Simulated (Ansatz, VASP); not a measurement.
Nb in VASP and in Ansatz

```xyz
1
Lattice="0.0000 2.1075 2.1075 2.1075 0.0000 2.1075 2.1075 2.1075 0.0000" Properties=species:S:1:pos:R:3 pbc="T T T"
Nb    0.0000    0.0000    0.0000
```

Alike in both runs: task single point; functional BLYP; k mesh 14 × 14 × 14; occupations fermi-dirac, width 0.1 eV; no spin polarisation.

```csv
,VASP,Ansatz
version,VASP 6.6.1,Ansatz 0.2.0
potentials or method,"VASP PAW PBE potentials, release 64 (Nb_sv), cutoff 520 eV","plane waves (420 eV) with PAW, scalar-relativistic"
valence electrons in the cell,13,13
```

|  | VASP | Ansatz | Ansatz less VASP |
| --- | --- | --- | --- |
| pressure (GPa) | 6.3 | 6.3 | +0.04 |

VASP's potentials were made for PBE, not for BLYP.
